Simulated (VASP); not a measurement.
# BN (Cm) in VASP: further runs, part 2 of 2

VASP 6.6.1.

### Step 3. Single point, PBE (atom 1 (B) moved by (+0.225, +0.000) A along y and z)

INCAR reads:

```
SYSTEM = BN
PREC = Accurate ; ENCUT = 520
EDIFF = 1E-7 ; ISMEAR = 0
SIGMA = 0.05 ; LREAL = .False.
LASPH = .True. ; NELM = 60
ALGO = Normal ; ISIF = 2
LWAVE = .False. ; LCHARG = .True.
GGA = PE ; LELF = .True.
LVHAR = .True. ; NBANDS = 16
```

KPOINTS reads:

```
Automatic mesh
0
Gamma
  12 12 6
  0 0 0
```

POSCAR reads:

```
BN
1.0
    2.5539396017      0.0000000000      0.0000000000
   -1.2769698009      2.2117765748      0.0000000000
    0.0000000000      0.0000000000      4.2268550000
B N
2 2
Direct
    0.7175307554      0.4350615108      0.9997240000
    0.3333333333      0.6666666667      0.4997240000
    0.6666666667      0.3333333333      0.6252760000
    0.3333333333      0.6666666667      0.1252760000
```

Potentials or basis: VASP PAW PBE potentials, release 64 (B, N).

Run with:

```
> cat potpaw_PBE.64/B/POTCAR potpaw_PBE.64/N/POTCAR > POTCAR
> mpirun -np 1 vasp_std > vasp.out
```

OUTCAR:

```text
SYSTEM = BN
   PREC = Accurate
   ENCUT = 520
   EDIFF = 1E-7
   ISMEAR = 0
   LREAL = .False.
   LASPH = .True.
   NELM = 60
   ISIF = 2
   GGA = PE

 ion  position               nearest neighbor table
   1  0.718  0.435  1.000-   4 1.47   4 1.47   3 1.60   4 1.78
   2  0.333  0.667  0.500-   3 1.57   3 1.57   3 1.57   4 1.58
   3  0.667  0.333  0.625-   2 1.57   2 1.57   2 1.57   1 1.60
   4  0.333  0.667  0.125-   1 1.47   1 1.47   2 1.58   1 1.78

  LATTYP: Found a hexagonal cell.
 ALAT       =     2.5539396017
 C/A-ratio  =     1.6550332659

  Lattice vectors:

 A1 = (   2.5539396017,   0.0000000000,   0.0000000000)
 A2 = (  -1.2769698009,   2.2117765748,   0.0000000000)
 A3 = (   0.0000000000,   0.0000000000,   4.2268550000)

Analysis of symmetry for initial positions (statically):
=====================================================================
 Subroutine PRICEL returns:
 Original cell was already a primitive cell.

 Routine SETGRP: Setting up the symmetry group for a
 hexagonal supercell.

 Subroutine GETGRP returns: Found  2 space group operations
 (whereof  2 operations were pure point group operations)
 out of a pool of 24 trial point group operations.

The static configuration has the point symmetry C_1h.

Analysis of symmetry for dynamics (positions and initial velocities):
=====================================================================
 Subroutine PRICEL returns:
 Original cell was already a primitive cell.

 Routine SETGRP: Setting up the symmetry group for a
 hexagonal supercell.

 Subroutine GETGRP returns: Found  2 space group operations
 (whereof  2 operations were pure point group operations)
 out of a pool of 24 trial point group operations.

The dynamic configuration has the point symmetry C_1h.

 Subroutine INISYM returns: Found  2 space group operations
 (whereof  2 operations are pure point group operations),
 and found     1 'primitive' translations

----------------------------------------------------------------------------------------

                                     Primitive cell

  volume of cell :      23.8764

  direct lattice vectors                    reciprocal lattice vectors
     2.553939602  0.000000000  0.000000000     0.391551938  0.226062617  0.000000000
    -1.276969801  2.211776575  0.000000000     0.000000000  0.452125233  0.000000000
     0.000000000  0.000000000  4.226855000     0.000000000  0.000000000  0.236582518

  length of vectors
     2.553939602  2.553939602  4.226855000     0.452125233  0.452125233  0.236582518

  position of ions in fractional coordinates (direct lattice)
     0.717530755  0.435061511  0.999724000
     0.333333333  0.666666667  0.499724000
     0.666666667  0.333333333  0.625276000
     0.333333333  0.666666667  0.125276000

  ion indices of the primitive-cell ions
   primitive index   ion index
                 1           1
                 2           2
                 3           3
                 4           4

----------------------------------------------------------------------------------------

 KPOINTS: Automatic mesh

Automatic generation of k-mesh.
 Grid dimensions read from file:
 generate k-points for:   12   12    6

 Generating k-lattice:

  Cartesian coordinates                     Fractional coordinates (reciprocal lattice)
     0.032629328  0.018838551  0.000000000     0.083333333  0.000000000  0.000000000
     0.000000000  0.037677103  0.000000000     0.000000000  0.083333333  0.000000000
     0.000000000  0.000000000  0.039430420     0.000000000  0.000000000  0.166666667

  Length of vectors
     0.037677103  0.037677103  0.039430420

  Shift w.r.t. Gamma in fractional coordinates (k-lattice)
     0.000000000  0.000000000  0.000000000

 Subroutine IBZKPT returns following result:
 ===========================================

 Found    242 irreducible k-points:

 Following reciprocal coordinates:
            Coordinates               Weight
  0.000000  0.000000  0.000000      1.000000
  0.083333  0.000000  0.000000      4.000000
  0.000000  0.083333  0.000000      2.000000
  0.166667  0.000000  0.000000      4.000000
  0.000000  0.166667  0.000000      2.000000
  0.250000  0.000000  0.000000      4.000000
[... 16 lines left out ...]
 -0.083333  0.416667  0.000000      4.000000
 -0.416667  0.333333  0.000000      4.000000
 [... further k-points ...]
   k-points           NKPTS =    242   k-points in BZ     NKDIM =    242   number of bands    NBANDS=     16
   number of dos      NEDOS =    301   number of ions     NIONS =      4
   total plane-waves  NPLWV =  12800
   dimension x,y,z NGX =    20 NGY =   20 NGZ =   32
   dimension x,y,z NGXF=    40 NGYF=   40 NGZF=   64
   ions per type =               2   2
   NGX,Y,Z   is equivalent  to a cutoff of  13.02, 13.02, 12.59 a.u.
   NGXF,Y,Z  is equivalent  to a cutoff of  26.04, 26.04, 25.17 a.u.
 SYSTEM =  BN
   PREC   = accura    normal or accurate (medium, high low for compatibility)
   ISTART =      0    job   : 0-new  1-cont  2-samecut
   ICHARG =      2    charge: 1-file 2-atom 10-const
   ISPIN  =      1    spin polarized calculation?
   LNONCOLLINEAR =      F non collinear calculations
   LSORBIT =      F    spin-orbit coupling
   LASPH  =      T    aspherical Exc in radial PAW
   ENCUT  =  520.0 eV  38.22 Ry    6.18 a.u.   4.75  4.75  7.86*2*pi/ulx,y,z
   NELM   =     60;   NELMIN=  2; NELMDL= -5     # of ELM steps
   EDIFF  = 0.1E-06   stopping-criterion for ELM
   LREAL  =      F    real-space projection
   EDIFFG = 0.1E-05   stopping-criterion for IOM
   NSW    =      0    number of steps for IOM
   IBRION =     -1    ionic relax: 0-MD 1-quasi-New 2-CG
   NFREE  =      0    steps in history (QN), initial steepest desc. (CG)
   ISIF   =      2    stress and relaxation
   ISYM   =      2    0-nonsym 1-usesym 2-fastsym
   POTIM  = 0.5000    time-step for ionic-motion
   TEBEG  =    0.0;   TEEND  =   0.0 temperature during run
   PSTRESS=    0.0 pullay stress
   NELECT =      16.0000    total number of electrons
   NUPDOWN=      -1.0000    fix difference up-down
   EMIN   =  10.00;   EMAX   =-10.00  energy-range for DOS
   EFERMI =   0.00;   METHOD = LEGACY
   ISMEAR =     0;   SIGMA  =   0.05  broadening in eV -4-tet -1-fermi 0-gaus
   EFERMI_NEDOS =   21; number of points for ismear=-14 and -15
   IALGO  =     38    algorithm
   IMIX   =      4    mixing-type and parameters
     AMIX     =   0.40;   BMIX     =  1.00
     AMIX_MAG =   1.60;   BMIX_MAG =  1.00
  volume/ion in A,a.u.               =       5.97        40.28
  Fermi-wavevector in a.u.,A,eV,Ry     =   1.432600  2.707222 27.923836  2.052344
  Thomas-Fermi vector in A             =   2.552210
   LORBIT       =      0    0 simple, 1 ext, 2 COOP (PROOUT), +10 PAW based schemes
   GGA     = PE    functional components
   LHFCALC =     F    Hartree Fock is set to
   AEXX    =    0.0000 exact exchange contribution
   IVDW    =     0    specifies the selected vdW correction
   LEPSILON=     F    determine dielectric tensor
   LRPA    =     F    only Hartree local field effects (RPA)
 non-spin polarized calculation
 Gauss-broadening in eV      SIGMA  =   0.05
  energy-cutoff  :      520.00
  volume of cell :       23.88
 maximum number of plane-waves:       660
   NGX =  9   NGY =  9   NGZ = 15

 number of electron      16.0000000 magnetization

 Free energy of the ion-electron system (eV)
  ---------------------------------------------------
  ext. energy  EPLUGINS =         0.00000000
  ---------------------------------------------------
  free energy    TOTEN  =       -34.34565224 eV

  energy without entropy =      -34.34565224  energy(sigma->0) =      -34.34565224

 E-fermi :   8.6175     XC(G=0): -12.7625

 val. band max:        8.4082384794   @ k =   0.0000   0.0000   0.0000
 cond. band min:      12.4002020139   @ k =   0.3333   0.3333   0.0000
 fundamental gap:      3.9919635345
 Fermi energy:         8.6175271219

 k-point     1 :       0.0000    0.0000    0.0000
  band No.  band energies     occupation
      1     -12.8711      2.00000
      2      -8.7968      2.00000
      3      -3.3884      2.00000
      4       4.1715      2.00000
      5       5.9430      2.00000
      6       6.8724      2.00000
[... 8 lines left out ...]
     15      21.0724      0.00000
     16      23.3454      0.00000
[... 419 lines left out ...]
 k-point    24 :      -0.4167    0.3333    0.0000
  band No.  band energies     occupation
      1      -9.9889      2.00000
      2      -7.3062      2.00000
      3      -1.4581      2.00000
      4      -0.5109      2.00000
      5       0.6634      2.00000
      6       2.8098      2.00000
[... 8 lines left out ...]
     15      23.6894      0.00000
     16      24.4809      0.00000

 [... further k-points ...]
[... 5 lines left out ...]
  --------------------------------------------------------------------------------------
  -------------------------------------------------------------------------------------
  Total        1.0966135      1.3051327      0.2435034     -0.0000000     -0.1952280      0.0000000
  in kB       73.5859540     87.5782040     16.3397841     -0.0000000    -13.1003675      0.0000000
  external PRESSURE =      59.1679807 kB  Pullay stress =       0.0000000 kB

 VOLUME and BASIS-vectors are now :
 -----------------------------------------------------------------------------
  energy-cutoff  :      520.00
  volume of cell :       23.88
      direct lattice vectors                 reciprocal lattice vectors
     2.553939602  0.000000000  0.000000000     0.391551938  0.226062617  0.000000000
    -1.276969801  2.211776575  0.000000000     0.000000000  0.452125233  0.000000000
     0.000000000  0.000000000  4.226855000     0.000000000  0.000000000  0.236582518

 POSITION                                       TOTAL-FORCE (eV/Angst)
 -----------------------------------------------------------------------------------
      1.27697      0.96226      4.22569         0.000000     -3.722849     -0.977444
     -0.00000      1.47452      2.11226        -0.000000      0.020199     -0.057102
      1.27697      0.73726      2.64295        -0.000000      1.078046      0.095611
     -0.00000      1.47452      0.52952        -0.000000      2.624604      0.938936
 -----------------------------------------------------------------------------------
    total drift:                                0.000000      0.000039      0.000101

  FREE ENERGIE OF THE ION-ELECTRON SYSTEM (eV)
  ---------------------------------------------------
  free  energy   TOTEN  =       -34.3456522435 eV

  energy  without entropy=      -34.3456522435  energy(sigma->0) =      -34.34565224
```

stdout:

```text
POSCAR found type information on POSCAR B N
 POSCAR found :  2 types and       4 ions
 scaLAPACK will be used
 LDA part: xc-table for (Slater+PW92), standard interpolation
 POSCAR, INCAR and KPOINTS ok, starting setup
 FFT: planning ... GRIDC
 FFT: planning ... GRID_SOFT
 FFT: planning ... GRID
 WAVECAR not read
 entering main loop
```

It took 33 s on 1 thread of AMD EPYC 9R45 (Zen 5), shared host; peak memory 0.16 GiB.

What came out:

- Free energy: -34.3457 eV
- Pressure: 5.9 GPa
- Largest force: 3.849 eV/Å
- Band gap on the k mesh: 3.99 eV, indirect (least direct gap 6.19 eV)

Forces in eV/Å, atoms in the order of the input:
```
B    0.000 -3.723 -0.977
B    0.000  0.020 -0.057
N    0.000  1.078  0.096
N    0.000  2.625  0.939
```

Caveat: the cell differs from its parent crystal (atom 1 (B) moved by (+0.225, +0.000) A along y and z); forces of over 1 eV/Å act on the atoms, so gaps and moduli don't describe the material at rest.
